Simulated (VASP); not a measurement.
A run of VASP 6.6.1 is set up as follows.

The input POSCAR:

```
La
1.0
   -2.1238310700      2.1238310700      2.1238310700
    2.1238310700     -2.1238310700      2.1238310700
    2.1238310700      2.1238310700     -2.1238310700
La
1
Direct
    0.0000000000      0.0000000000      0.0000000000
```

Contents of INCAR.step1:

```
SYSTEM = La
PREC = Accurate
ENCUT = 600
ISMEAR = -1
SIGMA = 0.1
LREAL = .FALSE.
LASPH = .TRUE.
NELM = 60
GGA = PE
ALGO = Normal
EDIFF = 1E-4
LWAVE = .TRUE.
LCHARG = .FALSE.
```

INCAR.step2

```
SYSTEM = La
PREC = Accurate
ENCUT = 600
EDIFF = 1E-6
ISMEAR = -1
SIGMA = 0.1
LREAL = .FALSE.
LASPH = .TRUE.
NELM = 60
ALGO = Normal
ISIF = 3
LWAVE = .FALSE.
LCHARG = .FALSE.
METAGGA = R2SCAN
LMIXTAU = .TRUE.
IBRION = 2
NSW = 80
EDIFFG = -0.03
PSTRESS = 50.0
ISTART = 1
```

File KPOINTS:

```
regular mesh
0
G
  7 7 7
  0 0 0
```

Potentials or basis: VASP PAW PBE potentials, release 64 (La).

The run is started by

```console
$ cat potpaw_PBE.64/La/POTCAR > POTCAR
$ cp INCAR.step1 INCAR
$ mpirun -np 1 vasp_std > vasp.out
$ cp INCAR.step2 INCAR
$ mpirun -np 1 vasp_std > vasp.out
```

(1) What does it give for the band gap on the k mesh?

(2) What does it give for the relaxed cell?

(3) Estimate the relaxed volume.

Answers

(1) zero (an odd number of electrons rules out a gap without spin polarisation).

(2) a = 3.509 Å, b = 3.509 Å, c = 3.509 Å, α = 109.47°, β = 109.47°, γ = 109.47°.

(3) 33.27 Å³/atom.

Caveat: the cell is relaxed towards a set pressure, so the run minimises the enthalpy, not the energy; the PAW data sets were made with another functional, which shifts forces and pressure a little; spin-orbit coupling is left out, which moves the levels of the heavy elements.
